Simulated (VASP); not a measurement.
Here is a VASP 6.6.1 calculation.

INCAR

```
SYSTEM = Y8Si16H
ALGO     = Normal         ! electronic algorithm
EDIFF    = 1E-7           ! SCF threshold, eV
EDIFFG   = -0.08          ! ionic threshold
ENCUT    = 520            ! plane-wave cutoff, eV
GGA      = PS             ! functional
IBRION   = 2              ! ionic algorithm
ISIF     = 2              ! what is computed and relaxed
ISMEAR   = -1             ! smearing method
KPAR     = 4            
LASPH    = .TRUE.         ! aspherical terms in the spheres
LCHARG   = .FALSE.        ! write CHGCAR
LREAL    = Auto         
LWAVE    = .FALSE.        ! write WAVECAR
NELM     = 100            ! most SCF steps
NSW      = 45             ! ionic steps
PREC     = Accurate       ! precision mode
SIGMA    = 0.05           ! smearing width, eV
```

KPOINTS

```
k-points
0
G
  2 3 2
  0 0 0
```

Contents of POSCAR:

```
Y8Si16H
1.0
   -3.8500000000     -6.6683960000      0.0000000000
    5.7750000000     -3.3341980000      0.0000000000
    0.0000000000      0.0000000000      8.2800000000
Y Si H
8 16 1
Direct
    0.7500000000      0.5000000000      0.0000000000
    0.7500000000      0.5000000000      0.5000000000
    0.5000000000      0.0000000000      0.0000000000
    0.5000000000      0.0000000000      0.5000000000
    0.2500000000      0.5000000000      0.0000000000
    0.2500000000      0.5000000000      0.5000000000
    0.0000000000      0.0000000000      0.0000000000
    0.0000000000      0.0000000000      0.5000000000
    0.5000000000      0.3333333000      0.2500000000
    0.5000000000      0.6666667000      0.2500000000
    0.5000000000      0.3333333000      0.7500000000
    0.5000000000      0.6666667000      0.7500000000
    0.2500000000      0.8333333000      0.2500000000
    0.2500000000      0.1666667000      0.2500000000
    0.2500000000      0.8333333000      0.7500000000
    0.2500000000      0.1666667000      0.7500000000
    0.0000000000      0.3333333000      0.2500000000
    0.0000000000      0.6666667000      0.2500000000
    0.0000000000      0.3333333000      0.7500000000
    0.0000000000      0.6666667000      0.7500000000
    0.7500000000      0.8333333000      0.2500000000
    0.7500000000      0.1666667000      0.2500000000
    0.7500000000      0.8333333000      0.7500000000
    0.7500000000      0.1666667000      0.7500000000
    0.4666120000      0.3125904000      0.5087932000
```

Potentials or basis: VASP PAW PBE potentials, release 64 (Y_sv, Si, H).

Command:

```console
$ cat potpaw_PBE.64/Y_sv/POTCAR potpaw_PBE.64/Si/POTCAR potpaw_PBE.64/H/POTCAR > POTCAR
$ mpirun -np 4 vasp_std > vasp.out
```

Problem. What does it give for the energy gained by relaxing?

Solution. 8.5 meV/atom.

Problem. What does it give for the band gap on the k mesh?

Solution. Zero (an odd number of electrons rules out a gap without spin polarisation).

Final structure:
```cif
data_structure
_symmetry_space_group_name_H-M 'P 1'
_symmetry_Int_Tables_number 1
_cell_length_a 7.7000
_cell_length_b 6.6684
_cell_length_c 8.2800
_cell_angle_alpha 90.000
_cell_angle_beta 90.000
_cell_angle_gamma 90.000
_cell_volume 425.15
loop_
_atom_site_label
_atom_site_type_symbol
_atom_site_fract_x
_atom_site_fract_y
_atom_site_fract_z
_atom_site_occupancy
Y1 Y 0.75063 0.50150 0.99953 1
Y2 Y 0.74293 0.49562 0.49973 1
Y3 Y 0.49958 0.99577 0.99967 1
Y4 Y 0.49787 0.00389 0.50018 1
Y5 Y 0.24808 0.50160 0.99960 1
Y6 Y 0.25459 0.49424 0.49973 1
Y7 Y 0.99916 0.00167 0.00025 1
Y8 Y 0.99769 0.99874 0.50000 1
Si1 Si 0.49846 0.33031 0.22965 1
Si2 Si 0.49868 0.66477 0.25419 1
Si3 Si 0.49828 0.33035 0.76753 1
Si4 Si 0.49885 0.66532 0.74750 1
Si5 Si 0.24945 0.83173 0.24821 1
Si6 Si 0.24786 0.16680 0.25224 1
Si7 Si 0.24916 0.83143 0.75075 1
Si8 Si 0.24721 0.16630 0.74998 1
Si9 Si 0.99853 0.33385 0.24995 1
Si10 Si 0.99889 0.66807 0.25213 1
Si11 Si 0.99856 0.33434 0.74797 1
Si12 Si 0.99893 0.66821 0.74860 1
Si13 Si 0.74805 0.83143 0.24876 1
Si14 Si 0.74906 0.16685 0.25189 1
Si15 Si 0.74851 0.83133 0.75039 1
Si16 Si 0.74961 0.16668 0.75010 1
H1 H 0.49798 0.33178 0.51025 1
```

Caveat: the k points lie up to 0.41 Å⁻¹ apart, too coarse for converged energies and pressures of a metal; an odd number of electrons without spin polarisation forces a metal; a magnetic or distorted state may lie lower.
